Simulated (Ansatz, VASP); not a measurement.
**Si: VASP beside Ansatz**

Contents of INCAR:

```
SYSTEM = Si
ALGO = Normal
EDIFF = 1E-6
ENCUT = 500
GGA = LIBXC
GGA_COMPAT = .False.
ISIF = 2
ISMEAR = 0
ISPIN = 2
LASPH = .True.
LCHARG = .False.
LIBXC1 = GGA_X_PBE_SOL
LIBXC2 = GGA_C_PBE
LORBIT = 11
LREAL = .False.
LWAVE = .False.
MAGMOM = 0.5 0.5
NBANDS = 15
NELM = 200
NUPDOWN = 1.0
PREC = Accurate
SIGMA = 0.025
```

Contents of KPOINTS:

```
k-points
0
Gamma
  8 8 8
  0 0 0
```

Contents of POSCAR:

```
Si
1.0
    0.0000000000      2.6850649043      2.6850649043
    2.6850649043      0.0000000000      2.6850649043
    2.6850649043      2.6850649043      0.0000000000
Si
2
Direct
    0.5000000000      0.5000000000      0.5000000000
    0.7500000000      0.7500000000      0.7500000000
```

The input input.yaml:

```yaml
crystal:
  lattice:
    - [0.0, 2.6850649043, 2.6850649043]
    - [2.6850649043, 0.0, 2.6850649043]
    - [2.6850649043, 2.6850649043, 0.0]
  atoms:
    - { symbol: Si, position: [0.5, 0.5, 0.5], spin: 0.5 }
    - { symbol: Si, position: [0.75, 0.75, 0.75], spin: 0.5 }
kpoints:
  mp_grid: { grid: [8, 8, 8] }
scf:
  occupations: { method: gaussian, width: 0.025 }
hamiltonian:
  xc: { exchange: pbesol, correlation: pbe }
  pseudopotentials: { kind: all_electron, lapw: { basis_error: 0.001 } }
magnetization:
  spin_polarized: true
  initial_magnetization: 1.0
  spin_locking: { lock_magnetization: hard }
output:
  forces: true
  stress: true
  eigenvalues: true
```

Change from the starting cell: volume scaled by 0.96.

Alike in both runs: task single point; functional pbesol exchange, pbe correlation; k mesh 8 × 8 × 8; occupations gaussian, width 0.025 eV; collinear spin; fixed moment 1 μB.

|  | VASP | Ansatz |
| --- | --- | --- |
| version | VASP 6.6.1 | Ansatz 0.2.0 |
| potentials or method | VASP PAW PBE potentials, release 64 (Si), cutoff 500 eV | all-electron LAPW, scalar-relativistic |

|  | VASP | Ansatz | Ansatz less VASP |
| --- | --- | --- | --- |
| pressure (GPa) | 3.3 | 3.3 | -0.05 |
| size of the moment on the site where the two differ most (μB) | 0.17 | 0.26 | +0.091 |

VASP's potentials were made for PBE, not for pbesol exchange, pbe correlation. Site moments also hang on the region over which each program counts them. Ansatz ran all-electron here, and VASP with PAW potentials.
